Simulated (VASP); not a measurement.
# LiNbO3 (R-3c) in VASP: single point with r2SCAN

Aim: the single point of LiNbO3 with r2SCAN.

All numbers are computed with VASP 6.6.1; they aren't measurements. Logs are shortened: lines on timing, memory, paths and dates and some standing lists are left out, and cuts for length are marked.

## (1) The cell of the first run

Symmetry: R-3c, No. 167, trigonal system. The conventional cell has a = 5.185 Å, b = 5.185 Å, c = 13.688 Å, α = 90.00°, β = 90.00°, γ = 120.00°. Li (site symmetry 32) has 3 O at 1.96 Å within 2.6 Å. Nb (site symmetry -3) has 6 O at 1.98 Å within 2.6 Å. O (site symmetry 2) has 1 Li at 1.96 Å and 2 Nb at 1.98 Å within 2.6 Å.

## (2) Single point, r2SCAN

POSCAR reads:

```
LiNbO3
1.0
    2.5923872641      1.4967154848      4.5628211618
   -2.5923872641      1.4967154848      4.5628211618
    0.0000000000     -2.9934309695      4.5628211619
Li Nb O
2 2 6
Direct
    0.2499990018      0.2500013163      0.2499994909
    0.7500008897      0.7499985752      0.7500004006
    0.0000000000      0.0000000000      0.0000000000
    0.5000000188      0.5000000188      0.5000000188
    0.1284804497      0.3715193694      0.7500000817
    0.7499999724      0.1284813350      0.3715190319
    0.3715183264      0.7499999729      0.1284816016
    0.8715195878      0.6284806682      0.2499999559
    0.2500001035      0.8715187409      0.6284807100
    0.6284817111      0.2500000647      0.8715184361
```

INCAR.step1 reads:

```
PREC     = Accurate       # precision mode
ENCUT    = 520            # plane-wave cutoff, eV
ISMEAR   = 0              # smearing method
SIGMA    = 0.05           # smearing width, eV
LREAL    = False          # projectors in reciprocal space
LASPH    = True           # aspherical terms in the spheres
NELM     = 100            # most SCF steps
NBANDS   = 45             # bands
GGA      = PE             # functional
ALGO     = Normal         # electronic algorithm
EDIFF    = 1E-4           # SCF threshold, eV
LWAVE    = True           # write WAVECAR
LCHARG   = False          # write CHGCAR
```

INCAR.step2 reads:

```
PREC     = Accurate       # precision mode
ENCUT    = 520            # plane-wave cutoff, eV
EDIFF    = 1E-6           # SCF threshold, eV
ISMEAR   = 0              # smearing method
SIGMA    = 0.05           # smearing width, eV
LREAL    = False          # projectors in reciprocal space
LASPH    = True           # aspherical terms in the spheres
NELM     = 100            # most SCF steps
ALGO     = Normal         # electronic algorithm
ISIF     = 2              # what is computed and relaxed
LWAVE    = False          # write WAVECAR
LCHARG   = False          # write CHGCAR
METAGGA  = R2SCAN         # meta-GGA
LMIXTAU  = True         
NBANDS   = 45             # bands
ISTART   = 1
```

KPOINTS reads:

```
Automatic mesh
0
Gamma
  6 6 6
```

Potentials or basis: VASP PAW PBE potentials, release 64 (Li_sv, Nb_sv, O).

Started as:

```bash
$ cat potpaw_PBE.64/Li_sv/POTCAR potpaw_PBE.64/Nb_sv/POTCAR potpaw_PBE.64/O/POTCAR > POTCAR
$ cp INCAR.step1 INCAR
$ mpirun -np 1 vasp_std > vasp.out
$ cp INCAR.step2 INCAR
$ mpirun -np 1 vasp_std > vasp.out
```

OUTCAR:

```text
PREC = Accurate
   ENCUT = 520
   EDIFF = 1E-6
   ISMEAR = 0
   LREAL = False
   LASPH = True
   NELM = 100
   ISIF = 2
   METAGGA = R2SCAN
   ISTART = 1

 ion  position               nearest neighbor table
   1  0.250  0.250  0.250-   8 1.96  10 1.96   9 1.96
   2  0.750  0.750  0.750-   5 1.96   7 1.96   6 1.96
   3  0.000  0.000  0.000-  10 1.98   7 1.98   8 1.98   5 1.98   6 1.98   9 1.98
   4  0.500  0.500  0.500-   9 1.98   6 1.98   7 1.98  10 1.98   8 1.98   5 1.98
   5  0.128  0.372  0.750-   2 1.96   3 1.98   4 1.98
   6  0.750  0.128  0.372-   2 1.96   4 1.98   3 1.98
   7  0.372  0.750  0.128-   2 1.96   3 1.98   4 1.98
   8  0.872  0.628  0.250-   1 1.96   3 1.98   4 1.98
   9  0.250  0.872  0.628-   1 1.96   4 1.98   3 1.98
  10  0.628  0.250  0.872-   1 1.96   3 1.98   4 1.98

  LATTYP: Found a trigonal (rhomboedric) cell.
 ALAT       =     5.4571023377
 COS(alpha) =     0.5486581990

  Lattice vectors:

 A1 = (   2.5923872641,   1.4967154848,   4.5628211618)
 A2 = (  -2.5923872641,   1.4967154848,   4.5628211618)
 A3 = (   0.0000000000,  -2.9934309695,   4.5628211619)

Analysis of symmetry for initial positions (statically):
=====================================================================
 Subroutine PRICEL returns:
 Original cell was already a primitive cell.

 Routine SETGRP: Setting up the symmetry group for a
 trigonal (rhombohedral) supercell.

 Subroutine GETGRP returns: Found 12 space group operations
 (whereof  6 operations were pure point group operations)
 out of a pool of 12 trial point group operations.

The static configuration has the point symmetry S_6 .
 The point group associated with its full space group is D_3d.

Analysis of symmetry for dynamics (positions and initial velocities):
=====================================================================
 Subroutine PRICEL returns:
 Original cell was already a primitive cell.

 Routine SETGRP: Setting up the symmetry group for a
 trigonal (rhombohedral) supercell.

 Subroutine GETGRP returns: Found 12 space group operations
 (whereof  6 operations were pure point group operations)
 out of a pool of 12 trial point group operations.

The dynamic configuration has the point symmetry S_6 .
 The point group associated with its full space group is D_3d.

[... 120 lines left out ...]
   ISIF   =      2    stress and relaxation
   ISYM   =      2    0-nonsym 1-usesym 2-fastsym
   POTIM  = 0.5000    time-step for ionic-motion
   TEBEG  =    0.0;   TEEND  =   0.0 temperature during run
   PSTRESS=    0.0 pullay stress
   NELECT =      68.0000    total number of electrons
   NUPDOWN=      -1.0000    fix difference up-down
   EMIN   =  10.00;   EMAX   =-10.00  energy-range for DOS
   EFERMI =   0.00;   METHOD = LEGACY
   ISMEAR =     0;   SIGMA  =   0.05  broadening in eV -4-tet -1-fermi 0-gaus
   EFERMI_NEDOS =   21; number of points for ismear=-14 and -15
   IALGO  =     38    algorithm
   IMIX   =      4    mixing-type and parameters
     AMIX     =   0.40;   BMIX     =  1.00
     AMIX_MAG =   1.60;   BMIX_MAG =  1.00
  volume/ion in A,a.u.               =      10.62        71.68
  Fermi-wavevector in a.u.,A,eV,Ry     =   1.410923  2.666257 27.085153  1.990703
  Thomas-Fermi vector in A             =   2.532827
   LORBIT       =      0    0 simple, 1 ext, 2 COOP (PROOUT), +10 PAW based schemes
   METAGGA = R2SCAN    functional components
   LHFCALC =     F    Hartree Fock is set to
   AEXX    =    0.0000 exact exchange contribution
   IVDW    =     0    specifies the selected vdW correction
   LEPSILON=     F    determine dielectric tensor
   LRPA    =     F    only Hartree local field effects (RPA)
 non-spin polarized calculation
 Gauss-broadening in eV      SIGMA  =   0.05
  energy-cutoff  :      520.00
  volume of cell :      106.22
 maximum number of plane-waves:      2908
 NGX is ok and might be reduce to    42
   NGX = 21   NGY = 21   NGZ = 21

 number of electron      68.0000012 magnetization

 Free energy of the ion-electron system (eV)
  ---------------------------------------------------
  ext. energy  EPLUGINS =         0.00000000
  ---------------------------------------------------
  free energy    TOTEN  =      -118.30855749 eV

  energy without entropy =     -118.30855749  energy(sigma->0) =     -118.30855749

 E-fermi :   3.5849     XC(G=0): -11.4876

 val. band max:        3.3729138739   @ k =  -0.1667   0.1667   0.0000
 cond. band min:       6.3358031183   @ k =   0.5000   0.5000  -0.0000
 fundamental gap:      2.9628892444
 Fermi energy:         3.5848650266

 k-point     1 :       0.0000    0.0000    0.0000
  band No.  band energies     occupation
      1     -52.8176      2.00000
      2     -52.8001      2.00000
      3     -40.7419      2.00000
      4     -40.7401      2.00000
      5     -28.3274      2.00000
      6     -28.3274      2.00000
[... 1141 lines left out ...]
     44      13.9867      0.00000
     45      14.3134      0.00000

 [... further k-points ...]

------------------------ aborting loop because EDIFF is reached ----------------------------------------

  FORCE on cell =-STRESS in cart. coord.  units (eV):
  Direction    XX          YY          ZZ          XY          YZ          ZX
  --------------------------------------------------------------------------------------
  -------------------------------------------------------------------------------------
  Total       -0.0541319     -0.0541319     -0.1137130      0.0000000      0.0000000     -0.0000000
  in kB       -0.8164692     -0.8164692     -1.7151297      0.0000000      0.0000000     -0.0000000
  external PRESSURE =      -1.1160227 kB  Pullay stress =       0.0000000 kB

 VOLUME and BASIS-vectors are now :
 -----------------------------------------------------------------------------
  energy-cutoff  :      520.00
  volume of cell :      106.22
      direct lattice vectors                 reciprocal lattice vectors
     2.592387264  1.496715485  4.562821162     0.192872418  0.111354942  0.073054218
    -2.592387264  1.496715485  4.562821162    -0.192872418  0.111354942  0.073054218
     0.000000000 -2.993430969  4.562821162     0.000000000 -0.222709885  0.073054218

 POSITION                                       TOTAL-FORCE (eV/Angst)
 -----------------------------------------------------------------------------------
     -0.00001      0.00000      3.42211        -0.000000      0.000000     -0.000000
      0.00001     -0.00000     10.26635        -0.000000     -0.000000     -0.000000
      0.00000      0.00000      0.00000        -0.000000     -0.000000      0.000000
      0.00000      0.00000      6.84423         0.000000      0.000000      0.000000
     -0.63005     -1.49672      5.70353         0.004474     -0.000000     -0.000000
      1.61122      0.20272      5.70353        -0.002237      0.003875     -0.000000
     -0.98117      1.29399      5.70353        -0.002237     -0.003875      0.000000
      0.63005      1.49672      7.98494        -0.004474      0.000000      0.000000
     -1.61122     -0.20272      7.98494         0.002237     -0.003875      0.000000
      0.98117     -1.29399      7.98494         0.002237      0.003875     -0.000000
 -----------------------------------------------------------------------------------
    total drift:                               -0.033521      0.010282     -0.009717

  FREE ENERGIE OF THE ION-ELECTRON SYSTEM (eV)
  ---------------------------------------------------
  free  energy   TOTEN  =      -118.3085574904 eV

  energy  without entropy=     -118.3085574904  energy(sigma->0) =     -118.30855749
```

Run time: 29 min. Hardware: 1 thread of Intel Xeon 8259CL, shared host; peak memory 0.36 GiB.

Results:

* Free energy: -118.3086 eV
* Largest force: 0.004 eV/Å
* Band gap on the k mesh: 2.96 eV (least direct gap 3.08 eV)

Forces on the atoms (eV/Å):
```
Li   0.000  0.000  0.000
Li   0.000  0.000  0.000
Nb   0.000  0.000  0.000
Nb   0.000  0.000  0.000
O    0.004  0.000  0.000
O   -0.002  0.004  0.000
O   -0.002 -0.004  0.000
O   -0.004  0.000  0.000
O    0.002 -0.004  0.000
O    0.002  0.004  0.000
```

Caveat: the cutoff is under 1.25 times the usual one of these potentials, so pressure, stress and relaxed cells hold a basis-set (Pulay) error; the PAW data sets were made with another functional, which shifts forces and pressure a little. r2SCAN opens gaps a little over a GGA but as a rule still falls short of measured ones.
